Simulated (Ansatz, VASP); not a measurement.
PtS2: VASP beside Ansatz

```
CELL_PARAMETERS angstrom
3.82700 0.00000 0.00000
-1.91350 3.31428 0.00000
0.00000 0.00000 6.33420
ATOMIC_POSITIONS crystal
Pt 0.00000 0.00000 0.00000
S 0.33333 0.66667 0.17264
S 0.66667 0.33333 0.82736
```

Alike in both runs: functional PBE; k mesh 9 × 9 × 4; occupations gaussian, width 0.05 eV; no spin polarisation.

Ansatz relaxed the structure, and its values are those at the end. VASP's run is a single point on that final structure, the one shown.

|  | VASP | Ansatz |
| --- | --- | --- |
| version | VASP 6.6.1 | Ansatz 0.2.0 |
| potentials or method | VASP PAW PBE potentials, release 64 (Pt, S), cutoff 520 eV | scalar-relativistic, plane waves, PAW |
| valence electrons in the cell | 22 | 30 |

VASP gave:

```
gap on the k mesh at the Fermi level (eV) : 1.14
least direct gap on the mesh (eV)         : 1.21
pressure (GPa)                            : -6.7
rms of the force components (eV/Å)        : 0.012
```

Q: Estimate Ansatz's values.

A: gap on the k mesh at the Fermi level (eV): 1.14; least direct gap on the mesh (eV): 1.21; pressure (GPa): -6.5; rms of the force components (eV/Å): 0.001.

VASP's potentials hold 22 valence electrons a cell and Ansatz's 30, so a difference there can come from the potentials and not from the codes. Ansatz's warnings: stress scf threshold loose.

Neither program's run includes spin-orbit coupling.
